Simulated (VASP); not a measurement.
# ZnSe (F-43m) in VASP: notebook, part 2 of 2

VASP 6.6.1. Earlier steps stand in the parts before.

**3. Single point, PBEsol**

This run uses another cell than the first one, of 22.35 Å³/atom.

INCAR

```
SYSTEM = ZnSe
  ALGO = Normal
  EDIFF = 1E-6
  ENCUT = 500
  GGA = PS
  GGA_COMPAT = .FALSE.
  ISIF = 2
  ISMEAR = 0
  LASPH = .TRUE.
  LCHARG = .FALSE.
  LREAL = .FALSE.
  LWAVE = .FALSE.
  NBANDS = 16
  NELM = 120
  PREC = Accurate
  SIGMA = 0.02
```

KPOINTS

```
k-points
0
G
  8 8 8
  0 0 0
```

POSCAR

```
ZnSe
1.0
    0.0000000000      2.8168001861      2.8168001861
    2.8168001861      0.0000000000      2.8168001861
    2.8168001861      2.8168001861      0.0000000000
Zn Se
1 1
Direct
    0.0000000000      0.0000000000      0.0000000000
    0.2500000000      0.2500000000      0.2500000000
```

Potentials or basis: VASP PAW PBE potentials, release 64 (Zn, Se).

Command:

```bash
$ cat potpaw_PBE.64/Zn/POTCAR potpaw_PBE.64/Se/POTCAR > POTCAR
$ mpirun -np 1 vasp_std > vasp.out
```

OUTCAR:

```text
SYSTEM = ZnSe
   EDIFF = 1E-6
   ENCUT = 500
   GGA = PS
   ISIF = 2
   ISMEAR = 0
   LASPH = .TRUE.
   LREAL = .FALSE.
   NELM = 120
   PREC = Accurate

 ion  position               nearest neighbor table
   1  0.000  0.000  0.000-   2 2.44   2 2.44   2 2.44   2 2.44
   2  0.250  0.250  0.250-   1 2.44   1 2.44   1 2.44   1 2.44

  LATTYP: Found a face centered cubic cell.
 ALAT       =     5.6336003722

  Lattice vectors:

 A1 = (   0.0000000000,   2.8168001861,   2.8168001861)
 A2 = (   2.8168001861,   0.0000000000,   2.8168001861)
 A3 = (   2.8168001861,   2.8168001861,   0.0000000000)

Analysis of symmetry for initial positions (statically):
=====================================================================
 Subroutine PRICEL returns:
 Original cell was already a primitive cell.

 Routine SETGRP: Setting up the symmetry group for a
 face centered cubic supercell.

 Subroutine GETGRP returns: Found 24 space group operations
 (whereof 24 operations were pure point group operations)
 out of a pool of 48 trial point group operations.

The static configuration has the point symmetry T_d .

Analysis of symmetry for dynamics (positions and initial velocities):
=====================================================================
 Subroutine PRICEL returns:
 Original cell was already a primitive cell.

 Routine SETGRP: Setting up the symmetry group for a
 face centered cubic supercell.

 Subroutine GETGRP returns: Found 24 space group operations
 (whereof 24 operations were pure point group operations)
 out of a pool of 48 trial point group operations.

The dynamic configuration has the point symmetry T_d .

 Subroutine INISYM returns: Found 24 space group operations
 (whereof 24 operations are pure point group operations),
 and found     1 'primitive' translations

----------------------------------------------------------------------------------------

[... 105 lines left out ...]
   EMIN   =  10.00;   EMAX   =-10.00  energy-range for DOS
   EFERMI =   0.00;   METHOD = LEGACY
   ISMEAR =     0;   SIGMA  =   0.02  broadening in eV -4-tet -1-fermi 0-gaus
   EFERMI_NEDOS =   21; number of points for ismear=-14 and -15
   IALGO  =     38    algorithm
   IMIX   =      4    mixing-type and parameters
     AMIX     =   0.40;   BMIX     =  1.00
     AMIX_MAG =   1.60;   BMIX_MAG =  1.00
  volume/ion in A,a.u.               =      22.35       150.82
  Fermi-wavevector in a.u.,A,eV,Ry     =   1.208926  2.284538 19.884935  1.461501
  Thomas-Fermi vector in A             =   2.344519
   LORBIT       =      0    0 simple, 1 ext, 2 COOP (PROOUT), +10 PAW based schemes
   GGA     = PS    functional components
   LHFCALC =     F    Hartree Fock is set to
   AEXX    =    0.0000 exact exchange contribution
   IVDW    =     0    specifies the selected vdW correction
   LEPSILON=     F    determine dielectric tensor
   LRPA    =     F    only Hartree local field effects (RPA)
 non-spin polarized calculation
 Gauss-broadening in eV      SIGMA  =   0.02
  energy-cutoff  :      500.00
  volume of cell :       44.70
 maximum number of plane-waves:      1158
 NGX is ok and might be reduce to    30
   NGX = 15   NGY = 15   NGZ = 15

 number of electron      17.9999998 magnetization

 Free energy of the ion-electron system (eV)
  ---------------------------------------------------
  ext. energy  EPLUGINS =         0.00000000
  ---------------------------------------------------
  free energy    TOTEN  =        -6.77303859 eV

  energy without entropy =       -6.77303859  energy(sigma->0) =       -6.77303859

 E-fermi :   1.7744     XC(G=0):  -9.6086

 val. band max:        1.6443791892   @ k =   0.0000   0.0000   0.0000
 cond. band min:       2.8869522633   @ k =   0.0000   0.0000   0.0000
 fundamental gap:      1.2425730742
 Fermi energy:         1.7744232893

 k-point     1 :       0.0000    0.0000    0.0000
  band No.  band energies     occupation
      1     -11.7598      2.00000
      2      -4.9800      2.00000
      3      -4.9800      2.00000
      4      -4.9800      2.00000
      5      -4.5918      2.00000
      6      -4.5918      2.00000
[... 433 lines left out ...]
      3      -4.8336      2.00000
      4      -4.6285      2.00000
      5      -4.5850      2.00000
      6      -4.3739      2.00000
[... 8 lines left out ...]
     15      14.3310      0.00000
     16      15.1833      0.00000

 [... further k-points ...]
[... 5 lines left out ...]
  --------------------------------------------------------------------------------------
  -------------------------------------------------------------------------------------
  Total        0.0720069      0.0720069      0.0720069      0.0000000      0.0000000     -0.0000000
  in kB        2.5809923      2.5809923      2.5809923      0.0000000      0.0000000     -0.0000000
  external PRESSURE =       2.5809923 kB  Pullay stress =       0.0000000 kB

 VOLUME and BASIS-vectors are now :
 -----------------------------------------------------------------------------
  energy-cutoff  :      500.00
  volume of cell :       44.70
      direct lattice vectors                 reciprocal lattice vectors
     0.000000000  2.816800186  2.816800186    -0.177506379  0.177506379  0.177506379
     2.816800186  0.000000000  2.816800186     0.177506379 -0.177506379  0.177506379
     2.816800186  2.816800186  0.000000000     0.177506379  0.177506379 -0.177506379

 POSITION                                       TOTAL-FORCE (eV/Angst)
 -----------------------------------------------------------------------------------
      0.00000      0.00000      0.00000        -0.000000     -0.000000     -0.000000
      1.40840      1.40840      1.40840         0.000000      0.000000      0.000000
 -----------------------------------------------------------------------------------
    total drift:                               -0.000000     -0.000000      0.000000

  FREE ENERGIE OF THE ION-ELECTRON SYSTEM (eV)
  ---------------------------------------------------
  free  energy   TOTEN  =        -6.7730385888 eV

  energy  without entropy=       -6.7730385888  energy(sigma->0) =       -6.77303859
```

OSZICAR:

```text
N       E                     dE             d eps       ncg     rms          rms(c)
DAV:   1     0.838962298925E+02    0.83896E+02   -0.84125E+03   928   0.123E+03
DAV:   2    -0.181297313730E+01   -0.85709E+02   -0.80589E+02  1032   0.247E+02
DAV:   3    -0.703875554158E+01   -0.52258E+01   -0.52083E+01  1128   0.601E+01
DAV:   4    -0.707792952130E+01   -0.39174E-01   -0.39171E-01  1120   0.555E+00
DAV:   5    -0.707810551197E+01   -0.17599E-03   -0.17599E-03  1192   0.341E-01    0.482E+00
DAV:   6    -0.679533052820E+01    0.28277E+00   -0.62915E-01  1232   0.273E+01    0.374E+00
DAV:   7    -0.677586383725E+01    0.19467E-01   -0.16692E-01  1080   0.385E+00    0.163E+00
DAV:   8    -0.677319778430E+01    0.26661E-02   -0.39704E-03  1232   0.676E-01    0.431E-01
DAV:   9    -0.677299398281E+01    0.20380E-03   -0.84300E-04  1080   0.304E-01    0.643E-02
DAV:  10    -0.677304996526E+01   -0.55982E-04   -0.21006E-04  1248   0.173E-01    0.217E-02
DAV:  11    -0.677303830632E+01    0.11659E-04   -0.36327E-05  1272   0.828E-02    0.423E-03
DAV:  12    -0.677303858880E+01   -0.28248E-06   -0.56542E-06  1152   0.159E-02
   1 F= -.67730386E+01 E0= -.67730386E+01  d E =-.287675E-22
```

stdout:

```text
POSCAR found type information on POSCAR ZnSe
 POSCAR found :  2 types and       2 ions
 scaLAPACK will be used
 -----------------------------------------------------------------------------
|                                                                             |
|                                                                             |
|     You enforced a specific xc type in the INCAR file but a different       |
|     I HOPE YOU KNOW WHAT YOU ARE DOING!                                     |
|                                                                             |
 -----------------------------------------------------------------------------

 LDA part: xc-table for (Slater+PW92), standard interpolation
 POSCAR, INCAR and KPOINTS ok, starting setup
 FFT: planning ... GRIDC
 FFT: planning ... GRID_SOFT
 FFT: planning ... GRID
 WAVECAR not read
 entering main loop
```

Run time: 11 s. Hardware: 1 thread of Intel Xeon 6975P-C (Granite Rapids), shared host; peak memory 0.17 GiB.

Results:

| Quantity | Value |
| --- | --- |
| Free energy | -6.7730 eV |
| Pressure | 0.3 GPa |
| Band gap on the k mesh | 1.24 eV |

Caveat: the PAW data sets were made with another functional, which shifts forces and pressure a little.

**4. Relaxation of cell and atoms, PBEsol**

INCAR

```
ALGO = Normal
EDIFF = 1E-7
EDIFFG = -0.002
ENCUT = 500
GGA = PS
GGA_COMPAT = False
IBRION = 2
ISIF = 3
ISMEAR = 0
LASPH = True
LCHARG = False
LREAL = False
LWAVE = False
NELM = 120
NELMIN = 4
NSW = 100
PREC = Accurate
SIGMA = 0.02
```

KPOINTS

```
k-points
0
Gamma
  8 8 8
```

POSCAR

```
ZnSe
1.0
    0.0000000000      2.8250000000      2.8250000000
    2.8250000000      0.0000000000      2.8250000000
    2.8250000000      2.8250000000      0.0000000000
Zn Se
1 1
Direct
    0.0000000000      0.0000000000      0.0000000000
    0.2500000000      0.2500000000      0.2500000000
```

Potentials or basis: VASP PAW PBE potentials, release 64 (Zn, Se).

Command:

```bash
$ cat potpaw_PBE.64/Zn/POTCAR potpaw_PBE.64/Se/POTCAR > POTCAR
$ mpirun -np 1 vasp_std > vasp.out
```

OUTCAR:

```text
EDIFF = 1E-7
   EDIFFG = -0.002
   ENCUT = 500
   GGA = PS
   IBRION = 2
   ISIF = 3
   ISMEAR = 0
   LASPH = True
   LREAL = False
   NELM = 120
   NELMIN = 4
   NSW = 100
   PREC = Accurate

 ion  position               nearest neighbor table
   1  0.000  0.000  0.000-   2 2.45   2 2.45   2 2.45   2 2.45
   2  0.250  0.250  0.250-   1 2.45   1 2.45   1 2.45   1 2.45

  LATTYP: Found a face centered cubic cell.
 ALAT       =     5.6500000000

  Lattice vectors:

 A1 = (   0.0000000000,   2.8250000000,   2.8250000000)
 A2 = (   2.8250000000,   0.0000000000,   2.8250000000)
 A3 = (   2.8250000000,   2.8250000000,   0.0000000000)

Analysis of symmetry for initial positions (statically):
=====================================================================
 Subroutine PRICEL returns:
 Original cell was already a primitive cell.

 Routine SETGRP: Setting up the symmetry group for a
 face centered cubic supercell.

 Subroutine GETGRP returns: Found 24 space group operations
 (whereof 24 operations were pure point group operations)
 out of a pool of 48 trial point group operations.

The static configuration has the point symmetry T_d .

Analysis of symmetry for dynamics (positions and initial velocities):
=====================================================================
 Subroutine PRICEL returns:
 Original cell was already a primitive cell.

 Routine SETGRP: Setting up the symmetry group for a
 face centered cubic supercell.

 Subroutine GETGRP returns: Found 24 space group operations
 (whereof 24 operations were pure point group operations)
 out of a pool of 48 trial point group operations.

The dynamic configuration has the point symmetry T_d .

 Subroutine INISYM returns: Found 24 space group operations
 (whereof 24 operations are pure point group operations),
 and found     1 'primitive' translations

[... 130 lines left out ...]
 maximum number of plane-waves:      1162
 NGX is ok and might be reduce to    30
   NGX = 15   NGY = 15   NGZ = 15

--------------------------------------- Ionic step        1  -------------------------------------------

 number of electron      18.0000005 magnetization

 Free energy of the ion-electron system (eV)
  ---------------------------------------------------
  ext. energy  EPLUGINS =         0.00000000
  ---------------------------------------------------
  free energy    TOTEN  =        -6.77300750 eV

  energy without entropy =       -6.77300750  energy(sigma->0) =       -6.77300750

------------------------ aborting loop because EDIFF is reached ----------------------------------------

  FORCE on cell =-STRESS in cart. coord.  units (eV):
  Direction    XX          YY          ZZ          XY          YZ          ZX
  --------------------------------------------------------------------------------------
  -------------------------------------------------------------------------------------
  Total       -0.0864160     -0.0864160     -0.0864160      0.0000000     -0.0000000      0.0000000
  in kB       -3.0705732     -3.0705732     -3.0705732      0.0000000     -0.0000000      0.0000000
  external PRESSURE =      -3.0705732 kB  Pullay stress =       0.0000000 kB
[... 59 lines left out ...]
--------------------------------------- Ionic step        3  -------------------------------------------

 number of electron      18.0000001 magnetization

 Free energy of the ion-electron system (eV)
  ---------------------------------------------------
  ext. energy  EPLUGINS =         0.00000000
  ---------------------------------------------------
  free energy    TOTEN  =        -6.77321176 eV

  energy without entropy =       -6.77321176  energy(sigma->0) =       -6.77321176

 E-fermi :   1.7404     XC(G=0):  -9.5902

 val. band max:        1.6095476590   @ k =   0.0000   0.0000   0.0000
 cond. band min:       2.8362097777   @ k =   0.0000   0.0000   0.0000
 fundamental gap:      1.2266621187
 Fermi energy:         1.7404027850

 k-point     1 :       0.0000    0.0000    0.0000
  band No.  band energies     occupation
      1     -11.7681      2.00000
      2      -4.9995      2.00000
      3      -4.9995      2.00000
      4      -4.9995      2.00000
      5      -4.6150      2.00000
      6      -4.6150      2.00000
      7       1.6095      2.00000
      8       1.6095      2.00000
      9       1.6095      2.00000
     10       2.8362      0.00000
     11       7.3365      0.00000
     12       7.3365      0.00000
     13       7.3365      0.00000
[... 354 lines left out ...]
  band No.  band energies     occupation
      1     -10.8089      2.00000
      2      -4.8951      2.00000
      3      -4.8544      2.00000
      4      -4.6510      2.00000
      5      -4.6083      2.00000
      6      -4.3990      2.00000
      7      -3.4108      2.00000
      8      -0.8836      2.00000
      9       0.0910      2.00000
     10       5.8090      0.00000
     11       7.0245      0.00000
     12       8.9827      0.00000
     13      10.2176      0.00000

 [... further k-points ...]
[... 5 lines left out ...]
  --------------------------------------------------------------------------------------
  -------------------------------------------------------------------------------------
  Total        0.0036103      0.0036103      0.0036103      0.0000000      0.0000000     -0.0000000
  in kB        0.1288912      0.1288912      0.1288912      0.0000000      0.0000000     -0.0000000
  external PRESSURE =       0.1288912 kB  Pullay stress =       0.0000000 kB
[... 17 lines left out ...]
  FREE ENERGIE OF THE ION-ELECTRON SYSTEM (eV)
  ---------------------------------------------------
  free  energy   TOTEN  =        -6.7732117578 eV

  energy  without entropy=       -6.7732117578  energy(sigma->0) =       -6.77321176

 reached required accuracy - stopping structural energy minimisation
```

CONTCAR:

```text
ZnSe
   1.00000000000000
     0.0000000000000000    2.8205559725243798    2.8205559725243798
     2.8205559725243798   -0.0000000000000000    2.8205559725243798
     2.8205559725243798    2.8205559725243798    0.0000000000000000
  Zn              Se
     1     1
Direct
     0.0000000000000000    0.0000000000000000    0.0000000000000000
     0.2500000000000000    0.2500000000000000    0.2500000000000000

  0.00000000E+00  0.00000000E+00  0.00000000E+00
  0.00000000E+00  0.00000000E+00  0.00000000E+00
```

Run time: 23 s. Hardware: 1 thread of Intel Xeon 6975P-C (Granite Rapids), shared host; peak memory 0.17 GiB.

What came out:

| Item | Value |
| --- | --- |
| Free energy | -6.7732 eV |
| Relaxed volume | 22.44 Å³/atom |
| Relaxed cell | a = 3.989 Å, b = 3.989 Å, c = 3.989 Å, α = 60.00°, β = 60.00°, γ = 60.00° |
| Space group after relaxing (to 0.1 Å) | F-43m (No. 216) |
| Energy gained by relaxing | 0.1 meV/atom |
| Ionic steps | 3 |
| Pressure after relaxing | 0.0 GPa |
| Band gap on the k mesh | 1.23 eV |

Step by step:
```
step  energy change (eV)  largest force (eV/Å)  pressure (GPa)  volume (Å³)
   1              0.0000                0.0000           -0.31        45.09
   2             -0.0002                0.0000            0.10        44.81
   3             -0.0002                0.0000            0.01        44.88
```

Final structure:
```yaml
crystal:
  lattice:
    - [0.00000, 2.82056, 2.82056]
    - [2.82056, 0.00000, 2.82056]
    - [2.82056, 2.82056, 0.00000]
  atoms:
    - { symbol: Zn, position: [0.00000, 0.00000, 0.00000] }
    - { symbol: Se, position: [0.25000, 0.25000, 0.25000] }
```

Levels at points of the mesh, in eV from the valence-band top:
| k point | band 5 | band 6 | band 7 | band 8 | band 9 | band 10 | band 11 | band 12 | band 13 |
| --- | --- | --- | --- | --- | --- | --- | --- | --- | --- |
| (0.00, 0.00, 0.00) | -6.22 | -6.22 | 0.00 | 0.00 | 0.00 | 1.23 | 5.73 | 5.73 | 5.73 |
| (0.50, 0.00, 0.00) | -6.21 | -6.06 | -5.37 | -0.90 | -0.90 | 2.47 | 6.30 | 6.30 | 8.44 |
| (0.50, 0.50, 0.00) | -6.17 | -6.04 | -4.85 | -2.26 | -2.26 | 2.81 | 3.37 | 10.71 | 11.27 |

Caveat: the PAW data sets were made with another functional, which shifts forces and pressure a little.

**5. The runs side by side**

| task | cell | k mesh | smearing | gap on the mesh (eV) | pressure (GPa) |
| --- | --- | --- | --- | --- | --- |
| single point | a = 3.995 Å, angles 60.0°, 2 atoms | 6 × 6 × 6 | gaussian 0.1 eV | 1.21 | -0.3 |
| single point | a = 3.984 Å, angles 60.0°, 2 atoms | 8 × 8 × 8 | gaussian 0.02 eV | 1.24 | 0.3 |
| relaxation of cell and atoms | relaxed from a = 3.995 Å, angles 60.0°, 2 atoms | 8 × 8 × 8 | gaussian 0.02 eV | 1.23 | 0.0 |

Alike in all rows: level PBEsol; potentials or basis VASP PAW PBE potentials, release 64 (Zn, Se); no spin polarisation; cutoff (eV) 500.

Caveats: the PAW data sets were made with another functional, which shifts forces and pressure a little.

Total energies depend on the potentials used, so only differences within one code and one set of settings carry meaning.
